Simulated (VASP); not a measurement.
# KCl (Pm-3m) in VASP: single point with HSE06

Aim: the single point of KCl with HSE06.

All numbers are computed with VASP 6.6.1; they aren't measurements. Logs are shortened: lines on timing, memory, paths and dates and some standing lists are left out, and cuts for length are marked.

**1. The cell of the first run**

It takes space group Pm-3m (No. 221, cubic). The conventional cell has a = 3.771 Å, b = 3.771 Å, c = 3.771 Å, α = 90.00°, β = 90.00°, γ = 90.00°. K (site symmetry m-3m) has 8 Cl at 3.27 Å and 6 K at 3.77 Å within 4.3 Å. Within 4.3 Å of Cl (site symmetry m-3m) lie 8 K at 3.27 Å and 6 Cl at 3.77 Å.

**2. Single point, HSE06**

Input file POSCAR:

```
KCl
1.0
    3.7711682906      0.0000000000      0.0000000000
    0.0000000000      3.7711682906      0.0000000000
    0.0000000000      0.0000000000      3.7711682906
K Cl
1 1
Direct
    0.0000000000      0.0000000000      0.0000000000
    0.5000000000      0.5000000000      0.5000000000
```

Input file INCAR.step1:

```
SYSTEM = KCl
  ALGO = Normal
  EDIFF = 1E-5
  ENCUT = 520
  GGA = PE
  ISIF = 2
  ISMEAR = 0
  LASPH = .True.
  LCHARG = .False.
  LREAL = .False.
  LWAVE = .True.
  NBANDS = 15
  NELM = 80
  PREC = Accurate
  SIGMA = 0.01
```

Input file INCAR.step2:

```
SYSTEM = KCl
  ALGO = Normal
  EDIFF = 1E-6
  ENCUT = 520
  GGA = PE
  HFSCREEN = 0.2079
  ISIF = 2
  ISMEAR = 0
  ISTART = 1
  LASPH = .True.
  LCHARG = .False.
  LHFCALC = .True.
  LREAL = .False.
  LWAVE = .False.
  NBANDS = 15
  NELM = 80
  PREC = Accurate
  PRECFOCK = Normal
  SIGMA = 0.01
```

Input file KPOINTS:

```
k-points
0
Gamma
  4 4 4
  0 0 0
```

Potentials or basis: VASP PAW PBE potentials, release 64 (K_sv, Cl).

Launch:

```sh
$ cat potpaw_PBE.64/K_sv/POTCAR potpaw_PBE.64/Cl/POTCAR > POTCAR
$ cp INCAR.step1 INCAR
$ mpirun -np 1 vasp_std > vasp.out
$ cp INCAR.step2 INCAR
$ mpirun -np 1 vasp_std > vasp.out
```

OUTCAR:

```text
SYSTEM = KCl
   EDIFF = 1E-6
   ENCUT = 520
   GGA = PE
   HFSCREEN = 0.2079
   ISIF = 2
   ISMEAR = 0
   ISTART = 1
   LASPH = .True.
   LHFCALC = .True.
   LREAL = .False.
   NELM = 80
   PREC = Accurate
   PRECFOCK = Normal

 ion  position               nearest neighbor table
   1  0.000  0.000  0.000-
   2  0.500  0.500  0.500-

  LATTYP: Found a simple cubic cell.
 ALAT       =     3.7711682906

  Lattice vectors:

 A1 = (   3.7711682906,   0.0000000000,   0.0000000000)
 A2 = (   0.0000000000,   3.7711682906,   0.0000000000)
 A3 = (   0.0000000000,   0.0000000000,   3.7711682906)

Analysis of symmetry for initial positions (statically):
=====================================================================
 Subroutine PRICEL returns:
 Original cell was already a primitive cell.

 Routine SETGRP: Setting up the symmetry group for a
 simple cubic supercell.

 Subroutine GETGRP returns: Found 48 space group operations
 (whereof 48 operations were pure point group operations)
 out of a pool of 48 trial point group operations.

The static configuration has the point symmetry O_h .

Analysis of symmetry for dynamics (positions and initial velocities):
=====================================================================
 Subroutine PRICEL returns:
 Original cell was already a primitive cell.

 Routine SETGRP: Setting up the symmetry group for a
 simple cubic supercell.

 Subroutine GETGRP returns: Found 48 space group operations
 (whereof 48 operations were pure point group operations)
 out of a pool of 48 trial point group operations.

The dynamic configuration has the point symmetry O_h .

 Subroutine INISYM returns: Found 48 space group operations
 (whereof 48 operations are pure point group operations),
 and found     1 'primitive' translations

----------------------------------------------------------------------------------------

                                     Primitive cell

  volume of cell :      53.6325

  direct lattice vectors                    reciprocal lattice vectors
     3.771168291  0.000000000  0.000000000     0.265169816  0.000000000  0.000000000
     0.000000000  3.771168291  0.000000000     0.000000000  0.265169816  0.000000000
     0.000000000  0.000000000  3.771168291     0.000000000  0.000000000  0.265169816

  length of vectors
     3.771168291  3.771168291  3.771168291     0.265169816  0.265169816  0.265169816

  position of ions in fractional coordinates (direct lattice)
     0.000000000  0.000000000  0.000000000
     0.500000000  0.500000000  0.500000000

  ion indices of the primitive-cell ions
   primitive index   ion index
                 1           1
                 2           2

----------------------------------------------------------------------------------------

 KPOINTS: k-points

Automatic generation of k-mesh.
 Grid dimensions read from file:
 generate k-points for:    4    4    4

 Generating k-lattice:

  Cartesian coordinates                     Fractional coordinates (reciprocal lattice)
     0.066292454  0.000000000  0.000000000     0.250000000  0.000000000  0.000000000
     0.000000000  0.066292454  0.000000000     0.000000000  0.250000000  0.000000000
     0.000000000  0.000000000  0.066292454     0.000000000  0.000000000  0.250000000

  Length of vectors
     0.066292454  0.066292454  0.066292454

  Shift w.r.t. Gamma in fractional coordinates (k-lattice)
     0.000000000  0.000000000  0.000000000

 Subroutine IBZKPT returns following result:
 ===========================================

 Found     10 irreducible k-points:

 Following reciprocal coordinates:
            Coordinates               Weight
  0.000000  0.000000  0.000000      1.000000
  0.250000  0.000000  0.000000      6.000000
  0.500000  0.000000  0.000000      3.000000
  0.250000  0.250000  0.000000     12.000000
  0.500000  0.250000  0.000000     12.000000
  0.500000  0.500000  0.000000      3.000000
  0.250000  0.250000  0.250000      8.000000
  0.500000  0.250000  0.250000     12.000000
  0.500000  0.500000  0.250000      6.000000
  0.500000  0.500000  0.500000      1.000000
   k-points           NKPTS =     10   k-points in BZ     NKDIM =     64   number of bands    NBANDS=     15
   number of dos      NEDOS =    301   number of ions     NIONS =      2
   total plane-waves  NPLWV =  21952
   dimension x,y,z NGX =    28 NGY =   28 NGZ =   28
   dimension x,y,z NGXF=    56 NGYF=   56 NGZF=   56
   ions per type =               1   1
   NGX,Y,Z   is equivalent  to a cutoff of  12.34, 12.34, 12.34 a.u.
   NGXF,Y,Z  is equivalent  to a cutoff of  24.69, 24.69, 24.69 a.u.
 SYSTEM =  KCl
   PREC   = accura    normal or accurate (medium, high low for compatibility)
   ISTART =      1    job   : 0-new  1-cont  2-samecut
   ICHARG =      0    charge: 1-file 2-atom 10-const
   ISPIN  =      1    spin polarized calculation?
   LNONCOLLINEAR =      F non collinear calculations
   LSORBIT =      F    spin-orbit coupling
   LASPH  =      T    aspherical Exc in radial PAW
   ENCUT  =  520.0 eV  38.22 Ry    6.18 a.u.   7.01  7.01  7.01*2*pi/ulx,y,z
   NELM   =     80;   NELMIN=  2; NELMDL=  0     # of ELM steps
   EDIFF  = 0.1E-05   stopping-criterion for ELM
   LREAL  =      F    real-space projection
   EDIFFG = 0.1E-04   stopping-criterion for IOM
   NSW    =      0    number of steps for IOM
   IBRION =     -1    ionic relax: 0-MD 1-quasi-New 2-CG
   NFREE  =      0    steps in history (QN), initial steepest desc. (CG)
   ISIF   =      2    stress and relaxation
   ISYM   =      3    0-nonsym 1-usesym 2-fastsym
   POTIM  = 0.5000    time-step for ionic-motion
   TEBEG  =    0.0;   TEEND  =   0.0 temperature during run
   PSTRESS=    0.0 pullay stress
   NELECT =      16.0000    total number of electrons
   NUPDOWN=      -1.0000    fix difference up-down
   EMIN   =  10.00;   EMAX   =-10.00  energy-range for DOS
   EFERMI =   0.00;   METHOD = LEGACY
   ISMEAR =     0;   SIGMA  =   0.01  broadening in eV -4-tet -1-fermi 0-gaus
   EFERMI_NEDOS =   21; number of points for ismear=-14 and -15
   IALGO  =     38    algorithm
   IMIX   =      1    mixing-type and parameters
     AMIX     =   0.40;   BMIX     =  1.00
     AMIX_MAG =   1.60;   BMIX_MAG =  1.00
  volume/ion in A,a.u.               =      26.82       180.96
  Fermi-wavevector in a.u.,A,eV,Ry     =   1.093886  2.067146 16.280562  1.196588
  Thomas-Fermi vector in A             =   2.230181
   LORBIT       =      0    0 simple, 1 ext, 2 COOP (PROOUT), +10 PAW based schemes
   GGA     = PE    functional components
   LHFCALC =     T    Hartree Fock is set to
   PRECFOCK=normal    Normal, Fast or Accurate (Low or Medium for compatibility)
   ENCUT4O =  -1.0   cutoff for four orbital integrals eV
   NKREDX  =     1    reduce k-point grid by
   NKREDY  =     1    reduce k-point grid by
   NKREDZ  =     1    reduce k-point grid by
   AEXX    =    0.2500 exact exchange contribution
   HFSCREEN=    0.2079 screening length (either q_TF or 0.3 A-1)
   HFSCREENC=   0.2079 screening length for correlation (either q_TF or 0.3 A-1)
   ENCUTFOCK=  -1.0 apply spherical cutoff to Coloumb kernel
   IVDW    =     0    specifies the selected vdW correction
   LEPSILON=     F    determine dielectric tensor
   LRPA    =     F    only Hartree local field effects (RPA)
 non-spin polarized calculation
 Gauss-broadening in eV      SIGMA  =   0.01
  energy-cutoff  :      520.00
  volume of cell :       53.63
 maximum number of plane-waves:      1472
  NGX = 24; NGY = 24; NGZ = 24

 number of electron      16.0000004 magnetization

 Free energy of the ion-electron system (eV)
  ---------------------------------------------------
  ext. energy  EPLUGINS =         0.00000000
  ---------------------------------------------------
  free energy    TOTEN  =        -7.71266004 eV

  energy without entropy =       -7.71266004  energy(sigma->0) =       -7.71266004

 E-fermi :  -1.4426     XC(G=0):  -6.9176

 val. band max:       -1.5133668856   @ k =   0.5000   0.5000   0.0000
 cond. band min:       4.8505211980   @ k =   0.0000   0.0000   0.0000
 fundamental gap:      6.3638880836
 Fermi energy:        -1.4426078223

 k-point     1 :       0.0000    0.0000    0.0000
  band No.  band energies     occupation
      1     -31.6027      2.00000
      2     -15.3767      2.00000
      3     -13.6226      2.00000
      4     -13.6226      2.00000
      5     -13.6226      2.00000
      6      -1.7442      2.00000
      7      -1.7442      2.00000
      8      -1.7442      2.00000
      9       4.8505      0.00000
     10       6.4381      0.00000
     11       6.4381      0.00000
     12      11.1296      0.00000
     13      11.1296      0.00000
     14      11.1296      0.00000
     15      14.1290      0.00000

 k-point     2 :       0.2500    0.0000    0.0000
  band No.  band energies     occupation
      1     -31.5902      2.00000
      2     -15.4428      2.00000
      3     -13.6027      2.00000
      4     -13.6027      2.00000
      5     -13.5678      2.00000
      6      -2.7386      2.00000
      7      -1.7498      2.00000
      8      -1.7498      2.00000
      9       6.1379      0.00000
     10       6.9959      0.00000
     11       7.6837      0.00000
     12      10.9467      0.00000
     13      10.9467      0.00000
     14      11.4584      0.00000
     15      12.0447      0.00000

 k-point     3 :       0.5000    0.0000    0.0000
  band No.  band energies     occupation
      1     -31.5777      2.00000
      2     -15.5158      2.00000
      3     -13.5826      2.00000
      4     -13.5826      2.00000
      5     -13.4965      2.00000
      6      -3.5277      2.00000
      7      -1.7567      2.00000
      8      -1.7567      2.00000
      9       7.8478      0.00000
     10       8.0295      0.00000
     11       8.5794      0.00000
     12      10.0515      0.00000
     13      11.0261      0.00000
     14      11.0261      0.00000
     15      11.8855      0.00000

 k-point     4 :       0.2500    0.2500    0.0000
  band No.  band energies     occupation
      1     -31.5783      2.00000
      2     -15.3727      2.00000
      3     -13.7583      2.00000
      4     -13.5858      2.00000
      5     -13.5368      2.00000
      6      -2.7092      2.00000
      7      -2.3972      2.00000
      8      -1.6944      2.00000
      9       6.8180      0.00000
     10       7.4043      0.00000
     11       8.5499      0.00000
     12       9.9733      0.00000
     13      10.3633      0.00000
     14      11.1800      0.00000
     15      12.2614      0.00000
[... 55 lines left out ...]
 k-point     8 :       0.5000    0.2500    0.2500
  band No.  band energies     occupation
      1     -31.5553      2.00000
      2     -15.1560      2.00000
      3     -13.7427      2.00000
      4     -13.7279      2.00000
      5     -13.7024      2.00000
      6      -3.0893      2.00000
      7      -2.4548      2.00000
      8      -2.2660      2.00000
      9       7.7011      0.00000
     10       8.2601      0.00000
     11       8.5901      0.00000
     12       9.9228      0.00000
     13      10.0123      0.00000
     14      10.5099      0.00000
     15      13.1201      0.00000

 k-point     9 :       0.5000    0.5000    0.2500
  band No.  band energies     occupation
      1     -31.5441      2.00000
      2     -14.9636      2.00000
      3     -13.8567      2.00000
      4     -13.8567      2.00000
      5     -13.6892      2.00000
      6      -2.9657      2.00000
      7      -2.9657      2.00000
      8      -2.3519      2.00000
      9       7.1998      0.00000
     10       8.9049      0.00000
     11       8.9150      0.00000
     12       8.9150      0.00000
     13      11.1087      0.00000
     14      11.1087      0.00000
     15      12.9953      0.00000

 k-point    10 :       0.5000    0.5000    0.5000
  band No.  band energies     occupation
      1     -31.5334      2.00000
      2     -14.8744      2.00000
      3     -13.8200      2.00000
      4     -13.8200      2.00000
      5     -13.8200      2.00000
      6      -3.0444      2.00000
      7      -3.0444      2.00000
      8      -3.0444      2.00000
      9       8.8512      0.00000
     10       8.8512      0.00000
     11       8.8512      0.00000
     12      10.3997      0.00000
     13      10.3997      0.00000
     14      10.3997      0.00000
     15      13.0638      0.00000

------------------------ aborting loop because EDIFF is reached ----------------------------------------

  FORCE on cell =-STRESS in cart. coord.  units (eV):
  Direction    XX          YY          ZZ          XY          YZ          ZX
  --------------------------------------------------------------------------------------
  -------------------------------------------------------------------------------------
  Total        0.2258765      0.2258765      0.2258765     -0.0000000     -0.0000000      0.0000000
  in kB        6.7476723      6.7476723      6.7476723     -0.0000000     -0.0000000      0.0000000
  external PRESSURE =       6.7476723 kB  Pullay stress =       0.0000000 kB

 VOLUME and BASIS-vectors are now :
 -----------------------------------------------------------------------------
  energy-cutoff  :      520.00
  volume of cell :       53.63
      direct lattice vectors                 reciprocal lattice vectors
     3.771168291  0.000000000  0.000000000     0.265169816  0.000000000  0.000000000
     0.000000000  3.771168291  0.000000000     0.000000000  0.265169816  0.000000000
     0.000000000  0.000000000  3.771168291     0.000000000  0.000000000  0.265169816

 POSITION                                       TOTAL-FORCE (eV/Angst)
 -----------------------------------------------------------------------------------
      0.00000      0.00000      0.00000         0.000000      0.000000      0.000000
      1.88558      1.88558      1.88558         0.000000      0.000000      0.000000
 -----------------------------------------------------------------------------------
    total drift:                                0.000000      0.000000      0.000000

  FREE ENERGIE OF THE ION-ELECTRON SYSTEM (eV)
  ---------------------------------------------------
  free  energy   TOTEN  =        -7.7126600406 eV

  energy  without entropy=       -7.7126600406  energy(sigma->0) =       -7.71266004
```

Wall time 6.7 min (1 thread of AMD EPYC 7R13 (Zen 3), shared host); peak memory 0.24 GiB.

Results:

| Item | Value |
| --- | --- |
| Free energy | -7.7127 eV |
| Pressure | 0.7 GPa |
| Band gap on the k mesh | 6.36 eV (least direct gap 6.59 eV) |

Caveat: the PAW data sets were made with another functional, which shifts forces and pressure a little.
